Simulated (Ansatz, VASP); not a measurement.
Given: the input of a run of VASP 6.6.1 on Mg.

File INCAR:

```
SYSTEM = Mg
PREC     = Accurate       ! precision mode
ENCUT    = 600            ! plane-wave cutoff, eV
EDIFF    = 1E-7           ! SCF threshold, eV
ISMEAR   = -1             ! smearing method
SIGMA    = 0.05           ! smearing width, eV
LREAL    = .FALSE.        ! projectors in reciprocal space
LASPH    = .TRUE.         ! aspherical terms in the spheres
NELM     = 80             ! most SCF steps
ALGO     = Fast           ! electronic algorithm
ISIF     = 3              ! what is computed and relaxed
LWAVE    = .FALSE.        ! write WAVECAR
LCHARG   = .FALSE.        ! write CHGCAR
GGA      = PE             ! functional
IBRION   = 2              ! ionic algorithm
NSW      = 40             ! ionic steps
EDIFFG   = -0.02          ! ionic threshold
```

Contents of KPOINTS:

```
regular mesh
0
G
  10 10 5
  0 0 0
```

POSCAR

```
Mg
1.0
    3.2093000000      0.0000000000      0.0000000000
   -1.6046500000      2.7793353284      0.0000000000
    0.0000000000      0.0000000000      5.2103000000
Mg
2
Direct
    0.6666666667      0.3333333333      0.7500000000
    0.3333333333      0.6666666667      0.2500000000
```

Potentials or basis: VASP PAW PBE potentials, release 64 (Mg_pv).

Launch:

```bash
$ cat potpaw_PBE.64/Mg_pv/POTCAR > POTCAR
$ mpirun -np 1 vasp_std > vasp.out
```

Problem. Set up the same calculation for Ansatz 0.2.0. Potentials there: Ansatz PAW.

Solution. As run (the cutoff follows the program's own potentials):

The input input.yaml:

```yaml
crystal:
  lattice:
    - [3.2093, 0.0, 0.0]
    - [-1.60465, 2.7793353284, 0.0]
    - [0.0, 0.0, 5.2103]
  atoms:
    - { symbol: Mg, position: [0.6666666667, 0.3333333333, 0.75] }
    - { symbol: Mg, position: [0.3333333333, 0.6666666667, 0.25] }
hamiltonian:
  xc: pbe
  pseudopotentials: { kind: paw }
kpoints:
  mp_grid: { grid: [10, 10, 5] }
scf:
  occupations: { method: fermi_dirac, width: 0.05 }
output:
  forces: true
  stress: true
relax:
  f_tol: 0.01
  max_steps: 40
  cell: { stress_tol: 0.05 }
```

Potentials or basis: Ansatz PAW.

The run is started by

```sh
$ ansatz run input.yaml --threads 2 --pin off --max-ram 5632MiB --backend cpu --events-out ev --progress --plain --runs-dir out
```

Both were run:

|  | VASP | Ansatz | Ansatz less VASP |
| --- | --- | --- | --- |
| relaxed volume (Å³/atom) | 22.67 | 23.02 | +0.351 |
| relaxed cell length with the largest relative difference (Å) | 5.267 | 5.298 | +0.0310 |

VASP's potentials hold 16 valence electrons a cell and Ansatz's 20, so a difference there can come from the potentials and not from the codes.

Noted on Ansatz's run: the plane-wave basis is chosen anew once the cell has moved, so the energies of steps on either side of that aren't comparable.
